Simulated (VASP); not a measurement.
B7Se: relaxation of cell and atoms with PBE

The system is B7Se.

```
CELL_PARAMETERS angstrom
4.74612 0.00000 0.00000
0.00000 4.74612 0.00000
0.00000 0.00000 4.74612
ATOMIC_POSITIONS crystal
B 0.25262 0.25262 0.25262
B 0.00000 0.50000 0.50000
B 0.50000 0.50000 0.00000
B 0.50000 0.00000 0.50000
B 0.74738 0.25262 0.74738
B 0.74738 0.74738 0.25262
B 0.25262 0.74738 0.74738
Se 0.00000 0.00000 0.00000
```

```yaml
Program: VASP 6.6.1
Task: relaxation of cell and atoms
Functional: PBE
Potentials_or_basis: VASP PAW PBE potentials, release 64 (B, Se)
Cutoff: 600 eV
k_mesh: 4 × 4 × 4
Occupations: gaussian, width 0.1 eV
Spin: no spin polarisation
Dipole_correction: no
Further_INCAR_settings: ALGO = Normal; EDIFF = 1e-07; IBRION = 2; EDIFFG = -0.04; NSW = 90; ISIF = 3
```

The relaxed volume is 9.28 Å³/atom, the relaxed cell is a = 4.204 Å, b = 4.204 Å, c = 4.204 Å, α = 90.00°, β = 90.00°, γ = 90.00° and the space group after relaxing (to 0.05 Å) is P-43m (No. 215). The energy gained by relaxing is 567.0 meV/atom, the ionic steps are 11 and the pressure after relaxing is 0.0 GPa. The largest force after relaxing is 0.014 eV/Å.

Forces in eV/Å, atoms in the order of the input:
```
B    0.008  0.008  0.008
B    0.000  0.000  0.000
B    0.000  0.000  0.000
B    0.000  0.000  0.000
B   -0.008  0.008 -0.008
B   -0.008 -0.008  0.008
B    0.008 -0.008 -0.008
Se   0.000  0.000  0.000
```

The path:
```csv
step,energy change (eV),largest force (eV/Å),pressure (GPa),volume (Å³)
1,0.0000,1.3295,-27.34,106.91
2,-3.6252,1.9345,4.51,75.37
3,-3.6289,1.9131,3.19,75.95
4,-4.1582,0.9210,1.75,75.06
5,-4.4051,0.6431,1.45,74.24
6,-4.4649,0.3149,3.32,72.62
7,-4.5249,0.0982,2.22,73.21
8,-4.5291,0.0990,1.90,73.48
9,-4.5305,0.0217,2.00,73.38
10,-4.5316,0.0069,-1.72,75.10
11,-4.5360,0.0138,0.01,74.28
```

Final structure:
```
CELL_PARAMETERS angstrom
4.20359 0.00000 0.00000
0.00000 4.20359 0.00000
0.00000 0.00000 4.20359
ATOMIC_POSITIONS crystal
B 0.29944 0.29944 0.29944
B 0.00000 0.50000 0.50000
B 0.50000 0.50000 0.00000
B 0.50000 0.00000 0.50000
B 0.70056 0.29944 0.70056
B 0.70056 0.70056 0.29944
B 0.29944 0.70056 0.70056
Se 0.00000 0.00000 0.00000
```

Levels at points of the mesh, in eV from the Fermi level:
| k point | band 10 | band 11 | band 12 | band 13 | band 14 | band 15 | band 16 | band 17 |
| --- | --- | --- | --- | --- | --- | --- | --- | --- |
| (0.00, 0.00, 0.00) | -3.06 | -1.25 | -1.25 | -1.25 | 0.38 | 2.77 | 2.77 | 2.77 |
| (0.50, 0.00, 0.00) | -2.71 | -1.64 | -0.60 | -0.60 | -0.19 | 0.24 | 0.24 | 3.67 |
| (0.50, 0.50, 0.00) | -4.01 | -2.38 | -2.38 | -0.99 | 1.02 | 1.02 | 1.62 | 4.09 |
| (0.50, 0.50, 0.50) | -0.82 | 1.15 | 1.15 | 1.15 | 1.70 | 1.70 | 1.70 | 3.90 |

Wall time 3.3 min on 1 thread of Intel(R) Xeon(R) Platinum 8259CL CPU @ 2.50GHz (Skylake/Cascade Lake) (shared host), peak memory 0.26 GiB.

Caveat: the volume moved by over 15 % at a fixed basis, so the end points are rough.
